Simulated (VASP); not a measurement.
# CdS (F-43m) in VASP: single point with HSE06

Aim: the single point of CdS with HSE06.

Everything below comes from runs of VASP 6.6.1. Logs are shortened: lines on timing, memory, paths and dates and some standing lists are left out, and cuts for length are marked.

## Step 1: The cell of the first run

It takes space group F-43m (No. 216, cubic). Conventional cell: a = 5.878 Å, b = 5.878 Å, c = 5.878 Å, α = 90.00°, β = 90.00°, γ = 90.00°. Cd (site symmetry -43m) has 4 S at 2.55 Å within 3.4 Å. Within 3.4 Å of S (site symmetry -43m) lie 4 Cd at 2.55 Å.

## Step 2: Single point, HSE06

POSCAR reads:

```
CdS
1.0
    0.0000000000      2.9392148430      2.9392148430
    2.9392148430      0.0000000000      2.9392148430
    2.9392148430      2.9392148430      0.0000000000
Cd S
1 1
Direct
    0.0000000000      0.0000000000      0.0000000000
    0.2500000000      0.2500000000      0.2500000000
```

INCAR.step1 reads:

```
  PREC = Accurate
  ENCUT = 520
  EDIFF = 1E-5
  ISMEAR = 0
  SIGMA = 0.01
  LREAL = F
  LASPH = T
  NELM = 100
  ALGO = Normal
  ISIF = 2
  LWAVE = T
  LCHARG = F
  GGA = PE
  NBANDS = 16
```

INCAR.step2 reads:

```
  PREC = Accurate
  ENCUT = 520
  EDIFF = 1E-7
  ISMEAR = 0
  SIGMA = 0.01
  LREAL = F
  LASPH = T
  NELM = 100
  ALGO = Normal
  ISIF = 2
  LWAVE = F
  LCHARG = F
  GGA = PE
  LHFCALC = T
  HFSCREEN = 0.2079
  PRECFOCK = Normal
  ISTART = 1
  NBANDS = 16
```

KPOINTS reads:

```
regular mesh
0
Gamma
  6 6 6
```

Potentials or basis: VASP PAW PBE potentials, release 64 (Cd, S).

On the command line:

```sh
$ cat potpaw_PBE.64/Cd/POTCAR potpaw_PBE.64/S/POTCAR > POTCAR
$ cp INCAR.step1 INCAR
$ mpirun -np 1 vasp_std > vasp.out
$ cp INCAR.step2 INCAR
$ mpirun -np 1 vasp_std > vasp.out
```

OUTCAR:

```text
PREC = Accurate
   ENCUT = 520
   EDIFF = 1E-7
   ISMEAR = 0
   LREAL = F
   LASPH = T
   NELM = 100
   ISIF = 2
   GGA = PE
   LHFCALC = T
   HFSCREEN = 0.2079
   PRECFOCK = Normal
   ISTART = 1

 ion  position               nearest neighbor table
   1  0.000  0.000  0.000-   2 2.55   2 2.55   2 2.55   2 2.55
   2  0.250  0.250  0.250-   1 2.55   1 2.55   1 2.55   1 2.55

  LATTYP: Found a face centered cubic cell.
 ALAT       =     5.8784296860

  Lattice vectors:

 A1 = (   0.0000000000,   2.9392148430,   2.9392148430)
 A2 = (   2.9392148430,   0.0000000000,   2.9392148430)
 A3 = (   2.9392148430,   2.9392148430,   0.0000000000)

Analysis of symmetry for initial positions (statically):
=====================================================================
 Subroutine PRICEL returns:
 Original cell was already a primitive cell.

 Routine SETGRP: Setting up the symmetry group for a
 face centered cubic supercell.

 Subroutine GETGRP returns: Found 24 space group operations
 (whereof 24 operations were pure point group operations)
 out of a pool of 48 trial point group operations.

The static configuration has the point symmetry T_d .

Analysis of symmetry for dynamics (positions and initial velocities):
=====================================================================
 Subroutine PRICEL returns:
 Original cell was already a primitive cell.

 Routine SETGRP: Setting up the symmetry group for a
 face centered cubic supercell.

 Subroutine GETGRP returns: Found 24 space group operations
 (whereof 24 operations were pure point group operations)
 out of a pool of 48 trial point group operations.

The dynamic configuration has the point symmetry T_d .

 Subroutine INISYM returns: Found 24 space group operations
 (whereof 24 operations are pure point group operations),
 and found     1 'primitive' translations

----------------------------------------------------------------------------------------

                                     Primitive cell

  volume of cell :      50.7837

  direct lattice vectors                    reciprocal lattice vectors
     0.000000000  2.939214843  2.939214843    -0.170113458  0.170113458  0.170113458
     2.939214843  0.000000000  2.939214843     0.170113458 -0.170113458  0.170113458
     2.939214843  2.939214843  0.000000000     0.170113458  0.170113458 -0.170113458

  length of vectors
     4.156677494  4.156677494  4.156677494     0.294645152  0.294645152  0.294645152

  position of ions in fractional coordinates (direct lattice)
     0.000000000  0.000000000  0.000000000
     0.250000000  0.250000000  0.250000000

  ion indices of the primitive-cell ions
   primitive index   ion index
                 1           1
                 2           2

----------------------------------------------------------------------------------------

 KPOINTS: regular mesh

Automatic generation of k-mesh.
 Grid dimensions read from file:
 generate k-points for:    6    6    6

 Generating k-lattice:

  Cartesian coordinates                     Fractional coordinates (reciprocal lattice)
    -0.028352243  0.028352243  0.028352243     0.166666667  0.000000000  0.000000000
     0.028352243 -0.028352243  0.028352243     0.000000000  0.166666667  0.000000000
     0.028352243  0.028352243 -0.028352243     0.000000000  0.000000000  0.166666667

  Length of vectors
     0.049107525  0.049107525  0.049107525

  Shift w.r.t. Gamma in fractional coordinates (k-lattice)
     0.000000000  0.000000000  0.000000000

 Subroutine IBZKPT returns following result:
 ===========================================

 Found     16 irreducible k-points:

 Following reciprocal coordinates:
            Coordinates               Weight
  0.000000  0.000000  0.000000      1.000000
  0.166667  0.000000  0.000000      8.000000
  0.333333  0.000000  0.000000      8.000000
  0.500000  0.000000  0.000000      4.000000
  0.166667  0.166667  0.000000      6.000000
  0.333333  0.166667  0.000000     24.000000
[... 8 lines left out ...]
 -0.333333  0.333333  0.166667     24.000000
 -0.333333  0.500000  0.166667     12.000000
   k-points           NKPTS =     16   k-points in BZ     NKDIM =    216   number of bands    NBANDS=     16
   number of dos      NEDOS =    301   number of ions     NIONS =      2
   total plane-waves  NPLWV =  32768
   dimension x,y,z NGX =    32 NGY =   32 NGZ =   32
   dimension x,y,z NGXF=    64 NGYF=   64 NGZF=   64
   ions per type =               1   1
   NGX,Y,Z   is equivalent  to a cutoff of  12.80, 12.80, 12.80 a.u.
   NGXF,Y,Z  is equivalent  to a cutoff of  25.60, 25.60, 25.60 a.u.
 SYSTEM =  unknown system
   PREC   = accura    normal or accurate (medium, high low for compatibility)
   ISTART =      1    job   : 0-new  1-cont  2-samecut
   ICHARG =      0    charge: 1-file 2-atom 10-const
   ISPIN  =      1    spin polarized calculation?
   LNONCOLLINEAR =      F non collinear calculations
   LSORBIT =      F    spin-orbit coupling
   LASPH  =      T    aspherical Exc in radial PAW
   ENCUT  =  520.0 eV  38.22 Ry    6.18 a.u.   7.73  7.73  7.73*2*pi/ulx,y,z
   NELM   =    100;   NELMIN=  2; NELMDL=  0     # of ELM steps
   EDIFF  = 0.1E-06   stopping-criterion for ELM
   LREAL  =      F    real-space projection
   EDIFFG = 0.1E-05   stopping-criterion for IOM
   NSW    =      0    number of steps for IOM
   IBRION =     -1    ionic relax: 0-MD 1-quasi-New 2-CG
   NFREE  =      0    steps in history (QN), initial steepest desc. (CG)
   ISIF   =      2    stress and relaxation
   ISYM   =      3    0-nonsym 1-usesym 2-fastsym
   POTIM  = 0.5000    time-step for ionic-motion
   TEBEG  =    0.0;   TEEND  =   0.0 temperature during run
   PSTRESS=    0.0 pullay stress
   NELECT =      18.0000    total number of electrons
   NUPDOWN=      -1.0000    fix difference up-down
   EMIN   =  10.00;   EMAX   =-10.00  energy-range for DOS
   EFERMI =   0.00;   METHOD = LEGACY
   ISMEAR =     0;   SIGMA  =   0.01  broadening in eV -4-tet -1-fermi 0-gaus
   EFERMI_NEDOS =   21; number of points for ismear=-14 and -15
   IALGO  =     38    algorithm
   IMIX   =      1    mixing-type and parameters
     AMIX     =   0.40;   BMIX     =  1.00
     AMIX_MAG =   1.60;   BMIX_MAG =  1.00
  volume/ion in A,a.u.               =      25.39       171.35
  Fermi-wavevector in a.u.,A,eV,Ry     =   1.158575  2.189390 18.263062  1.342297
  Thomas-Fermi vector in A             =   2.295176
   LORBIT       =      0    0 simple, 1 ext, 2 COOP (PROOUT), +10 PAW based schemes
   GGA     = PE    functional components
   LHFCALC =     T    Hartree Fock is set to
   PRECFOCK=normal    Normal, Fast or Accurate (Low or Medium for compatibility)
   ENCUT4O =  -1.0   cutoff for four orbital integrals eV
   NKREDX  =     1    reduce k-point grid by
   NKREDY  =     1    reduce k-point grid by
   NKREDZ  =     1    reduce k-point grid by
   AEXX    =    0.2500 exact exchange contribution
   HFSCREEN=    0.2079 screening length (either q_TF or 0.3 A-1)
   HFSCREENC=   0.2079 screening length for correlation (either q_TF or 0.3 A-1)
   ENCUTFOCK=  -1.0 apply spherical cutoff to Coloumb kernel
   IVDW    =     0    specifies the selected vdW correction
   LEPSILON=     F    determine dielectric tensor
   LRPA    =     F    only Hartree local field effects (RPA)
 non-spin polarized calculation
 Gauss-broadening in eV      SIGMA  =   0.01
  energy-cutoff  :      520.00
  volume of cell :       50.78
 maximum number of plane-waves:      1381
  NGX = 24; NGY = 24; NGZ = 24

 number of electron      18.0000005 magnetization

 Free energy of the ion-electron system (eV)
  ---------------------------------------------------
  ext. energy  EPLUGINS =         0.00000000
  ---------------------------------------------------
  free energy    TOTEN  =        -7.62039430 eV

  energy without entropy =       -7.62039430  energy(sigma->0) =       -7.62039430

 E-fermi :   0.5633     XC(G=0):  -7.5070

 val. band max:        0.4713014876   @ k =   0.0000   0.0000   0.0000
 cond. band min:       2.5812568358   @ k =   0.0000   0.0000   0.0000
 fundamental gap:      2.1099553481
 Fermi energy:         0.5632978317

 k-point     1 :       0.0000    0.0000    0.0000
  band No.  band energies     occupation
      1     -12.9428      2.00000
      2      -8.3080      2.00000
      3      -8.3080      2.00000
      4      -8.3080      2.00000
      5      -7.8554      2.00000
      6      -7.8554      2.00000
[... 8 lines left out ...]
     15      13.2198      0.00000
     16      13.2198      0.00000

 k-point     2 :       0.1667    0.0000    0.0000
  band No.  band energies     occupation
      1     -12.8342      2.00000
      2      -8.2726      2.00000
      3      -8.2726      2.00000
      4      -8.1965      2.00000
      5      -7.8562      2.00000
      6      -7.8562      2.00000
[... 8 lines left out ...]
     15      12.3530      0.00000
     16      13.4172      0.00000

 k-point     3 :       0.3333    0.0000    0.0000
  band No.  band energies     occupation
      1     -12.6182      2.00000
      2      -8.2143      2.00000
      3      -8.2143      2.00000
      4      -7.8414      2.00000
      5      -7.8414      2.00000
      6      -7.8148      2.00000
[... 8 lines left out ...]
     15      12.8205      0.00000
     16      12.8205      0.00000

 k-point     4 :       0.5000    0.0000    0.0000
  band No.  band energies     occupation
      1     -12.5123      2.00000
      2      -8.1936      2.00000
      3      -8.1936      2.00000
      4      -7.8235      2.00000
      5      -7.8235      2.00000
      6      -7.4602      2.00000
[... 8 lines left out ...]
     15      14.3877      0.00000
     16      14.3877      0.00000
[... 172 lines left out ...]
 k-point    14 :       0.5000    0.3333    0.1667
  band No.  band energies     occupation
      1     -12.4819      2.00000
      2      -8.1304      2.00000
      3      -8.1178      2.00000
      4      -7.9378      2.00000
      5      -7.8201      2.00000
      6      -7.5287      2.00000
[... 8 lines left out ...]
     15      14.7972      0.00000
     16      15.1065      0.00000

 k-point    15 :      -0.3333    0.3333    0.1667
  band No.  band energies     occupation
      1     -12.4152      2.00000
      2      -8.1228      2.00000
      3      -8.0855      2.00000
      4      -7.8945      2.00000
      5      -7.8386      2.00000
      6      -7.2817      2.00000
[... 8 lines left out ...]
     15      14.2097      0.00000
     16      15.2017      0.00000

 k-point    16 :      -0.3333    0.5000    0.1667
  band No.  band energies     occupation
      1     -12.3825      2.00000
      2      -8.0776      2.00000
      3      -8.0578      2.00000
      4      -7.9306      2.00000
      5      -7.8176      2.00000
      6      -7.2490      2.00000
[... 8 lines left out ...]
     15      15.0602      0.00000
     16      15.1052      0.00000

------------------------ aborting loop because EDIFF is reached ----------------------------------------

  FORCE on cell =-STRESS in cart. coord.  units (eV):
  Direction    XX          YY          ZZ          XY          YZ          ZX
  --------------------------------------------------------------------------------------
  -------------------------------------------------------------------------------------
  Total        0.1655037      0.1655037      0.1655037      0.0000000     -0.0000000      0.0000000
  in kB        5.2214888      5.2214888      5.2214888      0.0000000     -0.0000000      0.0000000
  external PRESSURE =       5.2214888 kB  Pullay stress =       0.0000000 kB

 VOLUME and BASIS-vectors are now :
 -----------------------------------------------------------------------------
  energy-cutoff  :      520.00
  volume of cell :       50.78
      direct lattice vectors                 reciprocal lattice vectors
     0.000000000  2.939214843  2.939214843    -0.170113458  0.170113458  0.170113458
     2.939214843  0.000000000  2.939214843     0.170113458 -0.170113458  0.170113458
     2.939214843  2.939214843  0.000000000     0.170113458  0.170113458 -0.170113458

 POSITION                                       TOTAL-FORCE (eV/Angst)
 -----------------------------------------------------------------------------------
      0.00000      0.00000      0.00000        -0.000000     -0.000000     -0.000000
      1.46961      1.46961      1.46961         0.000000      0.000000      0.000000
 -----------------------------------------------------------------------------------
    total drift:                                0.000025      0.000027      0.000018

  FREE ENERGIE OF THE ION-ELECTRON SYSTEM (eV)
  ---------------------------------------------------
  free  energy   TOTEN  =        -7.6203943015 eV

  energy  without entropy=       -7.6203943015  energy(sigma->0) =       -7.62039430
```

It took 26 min on 1 thread of Intel Xeon Platinum 8559C (Emerald Rapids), shared host; peak memory 0.3 GiB.

Results:

* Free energy: -7.6204 eV
* Pressure: 0.5 GPa
* Band gap on the k mesh: 2.11 eV

Levels at points of the mesh, in eV from the valence-band top:
| k point | band 7 | band 8 | band 9 | band 10 | band 11 | band 12 |
| --- | --- | --- | --- | --- | --- | --- |
| (0.00, 0.00, 0.00) | 0.00 | 0.00 | 0.00 | 2.11 | 7.71 | 7.71 |
| (0.50, 0.00, 0.00) | -4.54 | -0.77 | -0.77 | 4.07 | 8.15 | 8.15 |
| (0.50, 0.50, 0.00) | -4.11 | -1.93 | -1.93 | 4.48 | 5.44 | 10.43 |

Caveat: the PAW data sets were made with another functional, which shifts forces and pressure a little.
